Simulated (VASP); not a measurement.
# Co: single point with revPBE

The system is Co.

```
Co
1.0
     2.38955    0.00000    0.00000
     0.00000    2.38955    0.00000
     0.00000    0.00000    2.38955
Co
1
Cartesian
  0.0000 0.0000 0.0000
```

This cell differs from its parent crystal: volume scaled by 1.04.

| Item | Value |
| --- | --- |
| Program | VASP 6.6.1 |
| Task | single point |
| Functional | revPBE |
| Potentials or basis | VASP PAW PBE potentials, release 64 (Co) |
| Cutoff | 520 eV |
| k mesh | 15 × 15 × 15 |
| Occupations | fermi-dirac, width 0.05 eV |
| Spin | collinear spin, ferromagnetic start |
| Starting moments | [1.933] μB |

```
Pressure                                              : -5.4 GPa
Net moment                                            : 1.90 μB per cell
Site moments                                          : Co +1.92 μB
Valence electrons inside the program's atomic spheres : Co 8.07
```

Levels at points of the mesh, in eV from the Fermi level:
Spin up:
| k point | band 2 | band 3 | band 4 | band 5 | band 6 | band 7 | band 8 | band 9 | band 10 | band 11 |
| --- | --- | --- | --- | --- | --- | --- | --- | --- | --- | --- |
| (0.00, 0.00, 0.00) | -4.15 | -4.15 | -1.34 | -1.34 | -1.34 | 18.07 | 18.07 | 18.07 | 21.74 | 21.74 |
Spin down:
```csv
k point,band 1,band 2,band 3,band 4,band 5,band 6,band 7,band 8
"(0.00, 0.00, 0.00)",-7.78,-2.80,-2.80,1.10,1.10,1.10,18.42,18.42
```

Wall time 44 s on 1 thread of Intel(R) Xeon(R) Platinum 8375C CPU @ 2.90GHz (Ice Lake) (shared host), peak memory 0.15 GiB.

Caveat: the PAW data sets were made with another functional, which shifts forces and pressure a little.
